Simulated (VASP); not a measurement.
# K (Fd-3m) in VASP: further runs

K is run at these levels: revPBE; tasks: single point.

All numbers are computed with VASP 6.6.1; they aren't measurements. Logs are shortened: lines on timing, memory, paths and dates and some standing lists are left out, and cuts for length are marked.

### 1 The cell of the first run

Symmetry: Fd-3m, No. 227, cubic system. The conventional cell has a = 9.510 Å, b = 9.510 Å, c = 9.510 Å, α = 90.00°, β = 90.00°, γ = 90.00°. Within 5.4 Å of K (site symmetry -43m) lie 4 K at 4.12 Å.

This isn't the form of K at room conditions, which is bcc.

### 2 Single point, revPBE (107.52 Å³/atom)

Contents of INCAR:

```
SYSTEM = K
PREC = Accurate ; ENCUT = 520
EDIFF = 1E-6 ; ISMEAR = -1
SIGMA = 0.1 ; LREAL = .False.
LASPH = .True. ; NELM = 100
ALGO = Normal ; ISIF = 2
LWAVE = .False. ; LCHARG = .False.
GGA = RE ; NBANDS = 16
```

Contents of KPOINTS:

```
Automatic mesh
0
Gamma
  6 6 6
  0 0 0
```

Contents of POSCAR:

```
K
1.0
    0.0000000000      4.7551544699      4.7551544699
    4.7551544699      0.0000000000      4.7551544699
    4.7551544699      4.7551544699      0.0000000000
K
2
Direct
    0.1250000000      0.1250000000      0.1250000000
    0.8750000000      0.8750000000      0.8750000000
```

Potentials or basis: VASP PAW PBE potentials, release 64 (K_sv).

Command:

```
> cat potpaw_PBE.64/K_sv/POTCAR > POTCAR
> mpirun -np 1 vasp_std > vasp.out
```

OUTCAR:

```text
SYSTEM = K
   PREC = Accurate
   ENCUT = 520
   EDIFF = 1E-6
   ISMEAR = -1
   LREAL = .False.
   LASPH = .True.
   NELM = 100
   ISIF = 2
   GGA = RE

 ion  position               nearest neighbor table
   1  0.125  0.125  0.125-
   2  0.875  0.875  0.875-

  LATTYP: Found a face centered cubic cell.
 ALAT       =     9.5103089398

  Lattice vectors:

 A1 = (   0.0000000000,   4.7551544699,   4.7551544699)
 A2 = (   4.7551544699,   0.0000000000,   4.7551544699)
 A3 = (   4.7551544699,   4.7551544699,   0.0000000000)

Analysis of symmetry for initial positions (statically):
=====================================================================
 Subroutine PRICEL returns:
 Original cell was already a primitive cell.

 Routine SETGRP: Setting up the symmetry group for a
 face centered cubic supercell.

 Subroutine GETGRP returns: Found 48 space group operations
 (whereof 12 operations were pure point group operations)
 out of a pool of 48 trial point group operations.

The static configuration has the point symmetry D_3d.
 The point group associated with its full space group is O_h .

Analysis of symmetry for dynamics (positions and initial velocities):
=====================================================================
 Subroutine PRICEL returns:
 Original cell was already a primitive cell.

 Routine SETGRP: Setting up the symmetry group for a
 face centered cubic supercell.

 Subroutine GETGRP returns: Found 48 space group operations
 (whereof 12 operations were pure point group operations)
 out of a pool of 48 trial point group operations.

The dynamic configuration has the point symmetry D_3d.
 The point group associated with its full space group is O_h .

 Subroutine INISYM returns: Found 48 space group operations
 (whereof 12 operations are pure point group operations),
 and found     1 'primitive' translations

----------------------------------------------------------------------------------------

                                     Primitive cell

  volume of cell :     215.0423

  direct lattice vectors                    reciprocal lattice vectors
     0.000000000  4.755154470  4.755154470    -0.105149055  0.105149055  0.105149055
     4.755154470  0.000000000  4.755154470     0.105149055 -0.105149055  0.105149055
     4.755154470  4.755154470  0.000000000     0.105149055  0.105149055 -0.105149055

  length of vectors
     6.724803943  6.724803943  6.724803943     0.182123506  0.182123506  0.182123506

  position of ions in fractional coordinates (direct lattice)
     0.125000000  0.125000000  0.125000000
     0.875000000  0.875000000  0.875000000

  ion indices of the primitive-cell ions
   primitive index   ion index
                 1           1
                 2           2

----------------------------------------------------------------------------------------

 KPOINTS: Automatic mesh

Automatic generation of k-mesh.
 Grid dimensions read from file:
 generate k-points for:    6    6    6

 Generating k-lattice:

  Cartesian coordinates                     Fractional coordinates (reciprocal lattice)
    -0.017524843  0.017524843  0.017524843     0.166666667  0.000000000  0.000000000
     0.017524843 -0.017524843  0.017524843     0.000000000  0.166666667  0.000000000
     0.017524843  0.017524843 -0.017524843     0.000000000  0.000000000  0.166666667

  Length of vectors
     0.030353918  0.030353918  0.030353918

  Shift w.r.t. Gamma in fractional coordinates (k-lattice)
     0.000000000  0.000000000  0.000000000

 Subroutine IBZKPT returns following result:
 ===========================================

 Found     16 irreducible k-points:

 Following reciprocal coordinates:
            Coordinates               Weight
  0.000000  0.000000  0.000000      1.000000
  0.166667  0.000000  0.000000      8.000000
  0.333333  0.000000  0.000000      8.000000
  0.500000  0.000000  0.000000      4.000000
  0.166667  0.166667  0.000000      6.000000
  0.333333  0.166667  0.000000     24.000000
[... 8 lines left out ...]
 -0.333333  0.333333  0.166667     24.000000
 -0.333333  0.500000  0.166667     12.000000
   k-points           NKPTS =     16   k-points in BZ     NKDIM =     16   number of bands    NBANDS=     16
   number of dos      NEDOS =    301   number of ions     NIONS =      2
   total plane-waves  NPLWV = 125000
   dimension x,y,z NGX =    50 NGY =   50 NGZ =   50
   dimension x,y,z NGXF=   100 NGYF=  100 NGZF=  100
   ions per type =               2
   NGX,Y,Z   is equivalent  to a cutoff of  12.36, 12.36, 12.36 a.u.
   NGXF,Y,Z  is equivalent  to a cutoff of  24.72, 24.72, 24.72 a.u.
 SYSTEM =  K
   PREC   = accura    normal or accurate (medium, high low for compatibility)
   ISTART =      0    job   : 0-new  1-cont  2-samecut
   ICHARG =      2    charge: 1-file 2-atom 10-const
   ISPIN  =      1    spin polarized calculation?
   LNONCOLLINEAR =      F non collinear calculations
   LSORBIT =      F    spin-orbit coupling
   LASPH  =      T    aspherical Exc in radial PAW
   ENCUT  =  520.0 eV  38.22 Ry    6.18 a.u.  12.50 12.50 12.50*2*pi/ulx,y,z
   NELM   =    100;   NELMIN=  2; NELMDL= -5     # of ELM steps
   EDIFF  = 0.1E-05   stopping-criterion for ELM
   LREAL  =      F    real-space projection
   EDIFFG = 0.1E-04   stopping-criterion for IOM
   NSW    =      0    number of steps for IOM
   IBRION =     -1    ionic relax: 0-MD 1-quasi-New 2-CG
   NFREE  =      0    steps in history (QN), initial steepest desc. (CG)
   ISIF   =      2    stress and relaxation
   ISYM   =      2    0-nonsym 1-usesym 2-fastsym
   POTIM  = 0.5000    time-step for ionic-motion
   TEBEG  =    0.0;   TEEND  =   0.0 temperature during run
   PSTRESS=    0.0 pullay stress
   NELECT =      18.0000    total number of electrons
   NUPDOWN=      -1.0000    fix difference up-down
   EMIN   =  10.00;   EMAX   =-10.00  energy-range for DOS
   EFERMI =   0.00;   METHOD = LEGACY
   ISMEAR =    -1;   SIGMA  =   0.10  broadening in eV -4-tet -1-fermi 0-gaus
   EFERMI_NEDOS =   21; number of points for ismear=-14 and -15
   IALGO  =     38    algorithm
   IMIX   =      4    mixing-type and parameters
     AMIX     =   0.40;   BMIX     =  1.00
     AMIX_MAG =   1.60;   BMIX_MAG =  1.00
  volume/ion in A,a.u.               =     107.52       725.59
  Fermi-wavevector in a.u.,A,eV,Ry     =   0.716129  1.353287  6.977615  0.512840
  Thomas-Fermi vector in A             =   1.804469
   LORBIT       =      0    0 simple, 1 ext, 2 COOP (PROOUT), +10 PAW based schemes
   GGA     = RE    functional components
   LHFCALC =     F    Hartree Fock is set to
   AEXX    =    0.0000 exact exchange contribution
   IVDW    =     0    specifies the selected vdW correction
   LEPSILON=     F    determine dielectric tensor
   LRPA    =     F    only Hartree local field effects (RPA)
 non-spin polarized calculation
  energy-cutoff  :      520.00
  volume of cell :      215.04
 maximum number of plane-waves:      5825
 NGX is ok and might be reduce to    50
   NGX = 25   NGY = 25   NGZ = 25

 number of electron      17.9999999 magnetization

 Free energy of the ion-electron system (eV)
  ---------------------------------------------------
  ext. energy  EPLUGINS =         0.00000000
  ---------------------------------------------------
  free energy    TOTEN  =        -1.32655666 eV

  energy without entropy =       -1.26841650  energy(sigma->0) =       -1.29748658

 E-fermi :  -0.6542     XC(G=0):  -4.6512

 val. band max:       -0.8056282245   @ k =   0.5000   0.0000   0.0000
 cond. band min:      -0.6240128067   @ k =   0.5000   0.5000   0.0000
 fundamental gap:      0.1816154178
 Fermi energy:        -0.6541958272

 k-point     1 :       0.0000    0.0000    0.0000
  band No.  band energies     occupation
      1     -33.3992      2.00000
      2     -33.3850      2.00000
      3     -16.8704      2.00000
      4     -16.8704      2.00000
      5     -16.8704      2.00000
      6     -16.8077      2.00000
[... 8 lines left out ...]
     15       2.0366      0.00000
     16       2.1026      0.00000

 k-point     2 :       0.1667    0.0000    0.0000
  band No.  band energies     occupation
      1     -33.3985      2.00000
      2     -33.3857      2.00000
      3     -16.8721      2.00000
      4     -16.8721      2.00000
      5     -16.8698      2.00000
      6     -16.8086      2.00000
[... 8 lines left out ...]
     15       2.0351      0.00000
     16       2.2354      0.00000

 k-point     3 :       0.3333    0.0000    0.0000
  band No.  band energies     occupation
      1     -33.3968      2.00000
      2     -33.3874      2.00000
      3     -16.8753      2.00000
      4     -16.8753      2.00000
      5     -16.8687      2.00000
      6     -16.8104      2.00000
[... 8 lines left out ...]
     15       1.9129      0.00000
     16       2.5775      0.00000

 k-point     4 :       0.5000    0.0000    0.0000
  band No.  band energies     occupation
      1     -33.3957      2.00000
      2     -33.3886      2.00000
      3     -16.8768      2.00000
      4     -16.8768      2.00000
      5     -16.8681      2.00000
      6     -16.8113      2.00000
[... 8 lines left out ...]
     15       1.8747      0.00000
     16       2.7900      0.00000
[... 172 lines left out ...]
 k-point    14 :       0.5000    0.3333    0.1667
  band No.  band energies     occupation
      1     -33.3952      2.00000
      2     -33.3890      2.00000
      3     -16.8821      2.00000
      4     -16.8793      2.00000
      5     -16.8558      2.00000
      6     -16.8233      2.00000
[... 8 lines left out ...]
     15       2.2042      0.00000
     16       2.6888      0.00000

 k-point    15 :      -0.3333    0.3333    0.1667
  band No.  band energies     occupation
      1     -33.3939      2.00000
      2     -33.3903      2.00000
      3     -16.8837      2.00000
      4     -16.8808      2.00000
      5     -16.8510      2.00000
      6     -16.8281      2.00000
[... 8 lines left out ...]
     15       2.3652      0.00000
     16       2.6251      0.00000

 k-point    16 :      -0.3333    0.5000    0.1667
  band No.  band energies     occupation
      1     -33.3921      2.00000
      2     -33.3921      2.00000
      3     -16.8834      2.00000
      4     -16.8834      2.00000
      5     -16.8396      2.00000
      6     -16.8396      2.00000
[... 8 lines left out ...]
     15       2.5863      0.00000
     16       2.5863      0.00000

------------------------ aborting loop because EDIFF is reached ----------------------------------------

  FORCE on cell =-STRESS in cart. coord.  units (eV):
  Direction    XX          YY          ZZ          XY          YZ          ZX
  --------------------------------------------------------------------------------------
  -------------------------------------------------------------------------------------
  Total        0.2142923      0.2142923      0.2142923      0.0000000      0.0000000      0.0000000
  in kB        1.5965892      1.5965892      1.5965892      0.0000000      0.0000000      0.0000000
  external PRESSURE =       1.5965892 kB  Pullay stress =       0.0000000 kB

 VOLUME and BASIS-vectors are now :
 -----------------------------------------------------------------------------
  energy-cutoff  :      520.00
  volume of cell :      215.04
      direct lattice vectors                 reciprocal lattice vectors
     0.000000000  4.755154470  4.755154470    -0.105149055  0.105149055  0.105149055
     4.755154470  0.000000000  4.755154470     0.105149055 -0.105149055  0.105149055
     4.755154470  4.755154470  0.000000000     0.105149055  0.105149055 -0.105149055

 POSITION                                       TOTAL-FORCE (eV/Angst)
 -----------------------------------------------------------------------------------
      1.18879      1.18879      1.18879        -0.000000     -0.000000     -0.000000
      8.32152      8.32152      8.32152         0.000000      0.000000      0.000000
 -----------------------------------------------------------------------------------
    total drift:                                0.000000      0.000000     -0.000000

  FREE ENERGIE OF THE ION-ELECTRON SYSTEM (eV)
  ---------------------------------------------------
  free  energy   TOTEN  =        -1.3265566628 eV

  energy  without entropy=       -1.2684165000  energy(sigma->0) =       -1.29748658
```

Run time: 30 s. Hardware: 1 thread of Intel Xeon 6975P-C (Granite Rapids), shared host; peak memory 0.34 GiB.

What came out:

| Item | Value |
| --- | --- |
| Free energy | -1.3266 eV |
| Pressure | 0.2 GPa |
| Band gap on the k mesh | zero (bands 9 and 10 overlap by 0.33 eV) |

Levels at points of the mesh, in eV from the Fermi level:
```tsv
k point	band 5	band 6	band 7	band 8	band 9	band 10	band 11	band 12	band 13	band 14
(0.00, 0.00, 0.00)	-16.22	-16.15	-16.15	-16.15	-1.70	2.40	2.40	2.40	2.69	2.69
(0.50, 0.00, 0.00)	-16.21	-16.16	-16.15	-16.15	-0.58	-0.15	2.13	2.13	2.51	2.51
(0.50, 0.50, 0.00)	-16.19	-16.19	-16.14	-16.14	0.03	0.03	1.41	1.41	1.69	1.69
```

Caveat: the PAW data sets were made with another functional, which shifts forces and pressure a little.

### 3 Single point, revPBE (112.41 Å³/atom)

This run uses another cell than the first one, of 112.41 Å³/atom.

Contents of INCAR:

```
ALGO = Normal ; EDIFF = 1E-6
ENCUT = 520 ; GGA = RE
ISIF = 2 ; ISMEAR = -1
LASPH = True ; LCHARG = False
LREAL = False ; LWAVE = False
NBANDS = 16 ; NELM = 80
PREC = Accurate ; SIGMA = 0.1
```

Contents of KPOINTS:

```
k-points
0
Gamma
  6 6 6
```

Contents of POSCAR:

```
K
1.0
    0.0000000000      4.8261373897      4.8261373897
    4.8261373897      0.0000000000      4.8261373897
    4.8261373897      4.8261373897      0.0000000000
K
2
Direct
    0.1250000000      0.1250000000      0.1250000000
    0.8750000000      0.8750000000      0.8750000000
```

Potentials or basis: VASP PAW PBE potentials, release 64 (K_sv).

Command:

```
> cat potpaw_PBE.64/K_sv/POTCAR > POTCAR
> mpirun -np 1 vasp_std > vasp.out
```

OUTCAR:

```text
EDIFF = 1E-6
   ENCUT = 520
   GGA = RE
   ISIF = 2
   ISMEAR = -1
   LASPH = True
   LREAL = False
   NELM = 80
   PREC = Accurate

 ion  position               nearest neighbor table
   1  0.125  0.125  0.125-
   2  0.875  0.875  0.875-

  LATTYP: Found a face centered cubic cell.
 ALAT       =     9.6522747794

  Lattice vectors:

[... 470 lines left out ...]
      6     -16.9064      2.00000
[... 8 lines left out ...]
     15       2.4833      0.00000
     16       2.4833      0.00000

------------------------ aborting loop because EDIFF is reached ----------------------------------------

  FORCE on cell =-STRESS in cart. coord.  units (eV):
  Direction    XX          YY          ZZ          XY          YZ          ZX
  --------------------------------------------------------------------------------------
  -------------------------------------------------------------------------------------
  Total        0.1341852      0.1341852      0.1341852     -0.0000000      0.0000000      0.0000000
  in kB        0.9562821      0.9562821      0.9562821     -0.0000000      0.0000000      0.0000000
  external PRESSURE =       0.9562821 kB  Pullay stress =       0.0000000 kB

 VOLUME and BASIS-vectors are now :
 -----------------------------------------------------------------------------
  energy-cutoff  :      520.00
  volume of cell :      224.82
      direct lattice vectors                 reciprocal lattice vectors
     0.000000000  4.826137390  4.826137390    -0.103602521  0.103602521  0.103602521
     4.826137390  0.000000000  4.826137390     0.103602521 -0.103602521  0.103602521
     4.826137390  4.826137390  0.000000000     0.103602521  0.103602521 -0.103602521

 POSITION                                       TOTAL-FORCE (eV/Angst)
 -----------------------------------------------------------------------------------
      1.20653      1.20653      1.20653         0.000000     -0.000000     -0.000000
      8.44574      8.44574      8.44574        -0.000000      0.000000      0.000000
 -----------------------------------------------------------------------------------
    total drift:                               -0.000000      0.000000     -0.000000

  FREE ENERGIE OF THE ION-ELECTRON SYSTEM (eV)
  ---------------------------------------------------
  free  energy   TOTEN  =        -1.3349039636 eV

  energy  without entropy=       -1.2769952330  energy(sigma->0) =       -1.30594960
```

OSZICAR:

```text
N       E                     dE             d eps       ncg     rms          rms(c)
DAV:   1     0.116461886331E+03    0.11646E+03   -0.70764E+03   512   0.829E+02
DAV:   2     0.770716628336E+01   -0.10875E+03   -0.10667E+03   664   0.239E+02
DAV:   3    -0.106584130729E+01   -0.87730E+01   -0.87553E+01   960   0.521E+01
DAV:   4    -0.132632177498E+01   -0.26048E+00   -0.26037E+00   720   0.798E+00
DAV:   5    -0.133194689984E+01   -0.56251E-02   -0.56250E-02   848   0.852E-01    0.122E+00
DAV:   6    -0.133344912247E+01   -0.15022E-02   -0.17870E-03   736   0.281E-01    0.757E-01
DAV:   7    -0.133463744883E+01   -0.11883E-02   -0.42923E-03   712   0.376E-01    0.750E-02
DAV:   8    -0.133486500263E+01   -0.22755E-03   -0.61188E-04   896   0.160E-01    0.357E-02
DAV:   9    -0.133489703885E+01   -0.32036E-04   -0.58233E-05   696   0.341E-02    0.143E-02
DAV:  10    -0.133489898397E+01   -0.19451E-05   -0.81946E-06   760   0.197E-02    0.383E-03
DAV:  11    -0.133490304310E+01   -0.40591E-05   -0.32603E-06   472   0.705E-03    0.170E-03
DAV:  12    -0.133490396362E+01   -0.92053E-06   -0.22336E-06   544   0.593E-03
   1 F= -.13349040E+01 E0= -.13059496E+01  d E =-.579087E-01
```

Run time: 38 s. Hardware: 1 thread of Intel Xeon 6975P-C (Granite Rapids), shared host; peak memory 0.38 GiB.

Results:

| Property | Result |
| --- | --- |
| Free energy | -1.3349 eV |
| Pressure | 0.1 GPa |
| Band gap on the k mesh | zero (bands 9 and 10 overlap by 0.30 eV) |

Levels at points of the mesh, in eV from the Fermi level:
```csv
k point,band 5,band 6,band 7,band 8,band 9,band 10,band 11,band 12,band 13,band 14
"(0.00, 0.00, 0.00)",-16.21,-16.15,-16.15,-16.15,-1.65,2.36,2.36,2.36,2.65,2.65
"(0.50, 0.00, 0.00)",-16.21,-16.16,-16.15,-16.15,-0.58,-0.13,2.13,2.13,2.43,2.43
"(0.50, 0.50, 0.00)",-16.18,-16.18,-16.14,-16.14,0.03,0.03,1.40,1.40,1.64,1.64
```

Caveat: the PAW data sets were made with another functional, which shifts forces and pressure a little.

### 4 Single point, revPBE (117.30 Å³/atom)

This run uses another cell than the first one, of 117.30 Å³/atom.

Contents of INCAR:

```
  PREC = Accurate
  ENCUT = 520
  EDIFF = 1E-6
  ISMEAR = -1
  SIGMA = 0.1
  LREAL = False
  LASPH = True
  NELM = 60
  ALGO = Normal
  ISIF = 2
  LWAVE = False
  LCHARG = False
  GGA = RE
  NBANDS = 16
```

Contents of KPOINTS:

```
regular mesh
0
Gamma
  6 6 6
```

Contents of POSCAR:

```
K
1.0
    0.0000000000      4.8950915256      4.8950915256
    4.8950915256      0.0000000000      4.8950915256
    4.8950915256      4.8950915256      0.0000000000
K
2
Direct
    0.1250000000      0.1250000000      0.1250000000
    0.8750000000      0.8750000000      0.8750000000
```

Command:

```
> cat potpaw_PBE.64/K_sv/POTCAR > POTCAR
> mpirun -np 1 vasp_std > vasp.out
```

It took 37 s on 1 thread of Intel Xeon 6975P-C (Granite Rapids), shared host; peak memory 0.4 GiB.

The run converged. Its results:

```
Free energy            : -1.3397 eV
Pressure               : 0.0 GPa
Band gap on the k mesh : zero (bands 9 and 10 overlap by 0.26 eV)
```

Levels at points of the mesh, in eV from the Fermi level:
| k point | band 6 | band 7 | band 8 | band 9 | band 10 | band 11 | band 12 | band 13 |
| --- | --- | --- | --- | --- | --- | --- | --- | --- |
| (0.00, 0.00, 0.00) | -16.16 | -16.16 | -16.16 | -1.60 | 2.32 | 2.32 | 2.32 | 2.61 |
| (0.50, 0.00, 0.00) | -16.16 | -16.15 | -16.15 | -0.57 | -0.11 | 2.12 | 2.12 | 2.36 |
| (0.50, 0.50, 0.00) | -16.18 | -16.15 | -16.15 | 0.02 | 0.02 | 1.40 | 1.40 | 1.60 |

Caveat: the PAW data sets were made with another functional, which shifts forces and pressure a little.

[end of part 1 of 2]

The gap in the log of VASP goes by the Fermi energy; the results here count the filled bands.